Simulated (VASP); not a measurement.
# MgO (P6_3/mmc) in VASP: further runs, part 2 of 2

VASP 6.6.1. Earlier steps stand in the parts before.

## 3. Single point, PBE

Contents of INCAR:

```
  PREC = Accurate
  ENCUT = 520
  EDIFF = 1E-6
  ISMEAR = 0
  SIGMA = 0.01
  LREAL = False
  LASPH = True
  NELM = 60
  ALGO = Normal
  ISIF = 2
  LWAVE = False
  LCHARG = False
  GGA = PE
  NBANDS = 16
```

Contents of KPOINTS:

```
Automatic mesh
0
Gamma
  6 6 4
```

Contents of POSCAR:

```
MgO
1.0
    3.4840197800      0.0000000000      0.0000000000
   -1.7420098900      3.0172496368      0.0000000000
    0.0000000000      0.0000000000      4.1853204555
Mg O
2 2
Direct
    0.3333333333      0.6666666667      0.2500000000
    0.6666666667      0.3333333333      0.7500000000
    0.6666666667      0.3333333333      0.2500000000
    0.3333333333      0.6666666667      0.7500000000
```

Potentials or basis: VASP PAW PBE potentials, release 64 (Mg, O).

Run with:

```
cat potpaw_PBE.64/Mg/POTCAR potpaw_PBE.64/O/POTCAR > POTCAR
mpirun -np 1 vasp_std > vasp.out
```

Run time: 25 s. Hardware: 1 thread of Intel Xeon Platinum 8259CL at 2.50GHz (Skylake/Cascade Lake), shared host; peak memory 0.16 GiB.

It converged, with:

```yaml
Free_energy: -23.6578 eV
Pressure: 4.0 GPa
Band_gap_on_the_k_mesh: 3.43 eV, direct
```

Stress tensor (GPa, compression positive):
```
3.83 0.00 0.00
0.00 3.83 0.00
0.00 0.00 4.30
```

Levels at points of the mesh, in eV from the valence-band top:
| k point | band 5 | band 6 | band 7 | band 8 | band 9 | band 10 | band 11 | band 12 |
| --- | --- | --- | --- | --- | --- | --- | --- | --- |
| (0.00, 0.00, 0.00) | -1.74 | -0.81 | -0.81 | 0.00 | 3.43 | 9.47 | 12.23 | 12.55 |
| (0.50, 0.00, 0.00) | -2.34 | -1.97 | -1.30 | -0.53 | 7.00 | 9.08 | 9.85 | 12.11 |
| (0.00, 0.00, 0.50) | -1.29 | -1.29 | -1.29 | -1.29 | 6.46 | 6.46 | 12.91 | 12.91 |
| (0.50, 0.00, 0.50) | -1.54 | -1.54 | -0.82 | -0.82 | 7.33 | 7.33 | 11.97 | 11.97 |

Expect the measured gap to be larger: semilocal functionals such as PBE lack the derivative discontinuity.

## 4. Single point, LDA

This run uses another cell than the first one, of 10.67 Å³/atom, 0.970 times its volume.

Contents of INCAR:

```
SYSTEM = MgO
PREC = Accurate ; ENCUT = 520
EDIFF = 1E-6 ; ISMEAR = -1
SIGMA = 0.02 ; LREAL = .False.
LASPH = .True. ; NELM = 100
ALGO = Normal ; ISIF = 2
LWAVE = .False. ; LCHARG = .False.
GGA = CA ; NBANDS = 16
```

Contents of KPOINTS:

```
regular mesh
0
Gamma
  12 12 6
  0 0 0
```

Contents of POSCAR:

```
MgO
1.0
    3.4511497195      0.0000000000      0.0000000000
   -1.7255748598      2.9887833293      0.0000000000
    0.0000000000      0.0000000000      4.1376089274
Mg O
2 2
Direct
    0.3333333333      0.6666666667      0.2500000000
    0.6666666667      0.3333333333      0.7500000000
    0.6666666667      0.3333333333      0.2500000000
    0.3333333333      0.6666666667      0.7500000000
```

Potentials or basis: VASP PAW LDA potentials, release 64 (Mg, O).

Run with:

```
cat potpaw_LDA.64/Mg/POTCAR potpaw_LDA.64/O/POTCAR > POTCAR
mpirun -np 1 vasp_std > vasp.out
```

Wall time 64 s (1 thread of Intel Xeon Platinum 8259CL at 2.50GHz (Skylake/Cascade Lake), shared host); peak memory 0.17 GiB.

Results (log left out):

```yaml
Free_energy: -26.5263 eV
Pressure: -1.7 GPa
Band_gap_on_the_k_mesh: 3.49 eV, direct
```

Stress tensor (GPa, compression positive):
```
-1.79  0.00  0.00
 0.00 -1.79  0.00
 0.00  0.00 -1.65
```

Levels at points of the mesh, in eV from the valence-band top:
```
           k point  band 5  band 6  band 7  band 8  band 9  band 10  band 11  band 12
(0.00, 0.00, 0.00)   -1.82   -0.85   -0.85    0.00    3.49     9.48    12.30    12.46
(0.50, 0.00, 0.00)   -2.45   -2.04   -1.37   -0.55    6.90     9.23     9.75    12.21
(0.00, 0.00, 0.50)   -1.36   -1.36   -1.36   -1.36    6.50     6.50    12.82    12.82
(0.50, 0.00, 0.50)   -1.62   -1.62   -0.88   -0.88    7.25     7.25    12.11    12.11
```

## 5. Single point, PBE

Contents of INCAR:

```
SYSTEM = MgO
  PREC = Accurate
  ENCUT = 520
  EDIFF = 1E-7
  ISMEAR = -1
  SIGMA = 0.02
  LREAL = .FALSE.
  LASPH = .TRUE.
  NELM = 60
  ALGO = Normal
  ISIF = 2
  LWAVE = .FALSE.
  LCHARG = .FALSE.
  GGA = PE
  NBANDS = 16
```

Contents of KPOINTS:

```
regular mesh
0
G
  12 12 6
  0 0 0
```

Contents of POSCAR:

```
MgO
1.0
    3.4840197800      0.0000000000      0.0000000000
   -1.7420098900      3.0172496368      0.0000000000
    0.0000000000      0.0000000000      4.1853204555
Mg O
2 2
Direct
    0.3333333333      0.6666666667      0.2500000000
    0.6666666667      0.3333333333      0.7500000000
    0.6666666667      0.3333333333      0.2500000000
    0.3333333333      0.6666666667      0.7500000000
```

Potentials or basis: VASP PAW PBE potentials, release 64 (Mg, O).

Run with:

```
cat potpaw_PBE.64/Mg/POTCAR potpaw_PBE.64/O/POTCAR > POTCAR
mpirun -np 1 vasp_std > vasp.out
```

OUTCAR:

```text
SYSTEM = MgO
   PREC = Accurate
   ENCUT = 520
   EDIFF = 1E-7
   ISMEAR = -1
   LREAL = .FALSE.
   LASPH = .TRUE.
   NELM = 60
   ISIF = 2
   GGA = PE

 ion  position               nearest neighbor table
   1  0.333  0.667  0.250-   3 2.01   3 2.01   3 2.01   4 2.09   4 2.09   2 2.90   2 2.90   2 2.90
                             2 2.90   2 2.90   2 2.90
   2  0.667  0.333  0.750-   4 2.01   4 2.01   4 2.01   3 2.09   3 2.09   1 2.90   1 2.90   1 2.90
                             1 2.90   1 2.90   1 2.90
   3  0.667  0.333  0.250-   1 2.01   1 2.01   1 2.01   2 2.09   2 2.09
   4  0.333  0.667  0.750-   2 2.01   2 2.01   2 2.01   1 2.09   1 2.09

[... 660 lines left out ...]
  -------------------------------------------------------------------------------------
  Total        1.0494584      1.0494584      1.1786656      0.0000000      0.0000000      0.0000000
  in kB       38.2168809     38.2168809     42.9220647      0.0000000      0.0000000      0.0000000
  external PRESSURE =      39.7852755 kB  Pullay stress =       0.0000000 kB

 VOLUME and BASIS-vectors are now :
 -----------------------------------------------------------------------------
  energy-cutoff  :      520.00
  volume of cell :       44.00
      direct lattice vectors                 reciprocal lattice vectors
     3.484019780  0.000000000  0.000000000     0.287024777  0.165713832  0.000000000
    -1.742009890  3.017249637  0.000000000     0.000000000  0.331427664  0.000000000
     0.000000000  0.000000000  4.185320456     0.000000000  0.000000000  0.238930331

 POSITION                                       TOTAL-FORCE (eV/Angst)
 -----------------------------------------------------------------------------------
     -0.00000      2.01150      1.04633        -0.000000      0.000000      0.000000
      1.74201      1.00575      3.13899        -0.000000     -0.000000      0.000000
      1.74201      1.00575      1.04633        -0.000000     -0.000000      0.000000
     -0.00000      2.01150      3.13899         0.000000      0.000000      0.000000
 -----------------------------------------------------------------------------------
    total drift:                                0.000000     -0.000000      0.000000

  FREE ENERGIE OF THE ION-ELECTRON SYSTEM (eV)
  ---------------------------------------------------
  free  energy   TOTEN  =       -23.6579593275 eV

  energy  without entropy=      -23.6579593275  energy(sigma->0) =      -23.65795933
```

It took 77 s on 1 thread of Intel Xeon Platinum 8259CL at 2.50GHz (Skylake/Cascade Lake), shared host; peak memory 0.18 GiB.

What came out:

| Property | Result |
| --- | --- |
| Free energy | -23.6580 eV |
| Pressure | 4.0 GPa |
| Band gap on the k mesh | 3.43 eV, direct |

Levels at points of the mesh, in eV from the valence-band top:
```
           k point  band 4  band 5  band 6  band 7  band 8  band 9  band 10  band 11  band 12  band 13
(0.00, 0.00, 0.00)   -1.74   -1.74   -0.81   -0.81    0.00    3.43     9.47    12.24    12.55    12.55
(0.50, 0.00, 0.00)   -2.37   -2.34   -1.97   -1.30   -0.53    7.00     9.08     9.85    12.11    12.98
(0.00, 0.00, 0.50)   -2.43   -1.29   -1.29   -1.29   -1.29    6.46     6.46    12.91    12.91    12.91
(0.50, 0.00, 0.50)   -3.88   -1.54   -1.54   -0.82   -0.82    7.33     7.33    11.97    11.97    14.10
```

A k mesh can miss the band edges. Expect the measured gap to be larger: semilocal functionals such as PBE lack the derivative discontinuity.

## 6. The runs side by side

```csv
level,potentials or basis,cell,k mesh,smearing,gap on the mesh (eV),pressure (GPa)
PBE,"VASP PAW PBE potentials, release 64 (Mg, O)","a = 3.484, b = 3.484, c = 4.185 Å, angles 90.0, 90.0, 120.0°, 4 atoms",6 × 6 × 4,gaussian 0.01 eV,3.43,4.0
LDA,"VASP PAW LDA potentials, release 64 (Mg, O)","a = 3.451, b = 3.451, c = 4.138 Å, angles 90.0, 90.0, 120.0°, 4 atoms",12 × 12 × 6,fermi-dirac 0.02 eV,3.49,-1.7
PBE,"VASP PAW PBE potentials, release 64 (Mg, O)","a = 3.484, b = 3.484, c = 4.185 Å, angles 90.0, 90.0, 120.0°, 4 atoms",12 × 12 × 6,fermi-dirac 0.02 eV,3.43,4.0
```

Alike in all rows: task single point; no spin polarisation; cutoff (eV) 520.

Absolute energies hang on the potentials; compare differences alone.
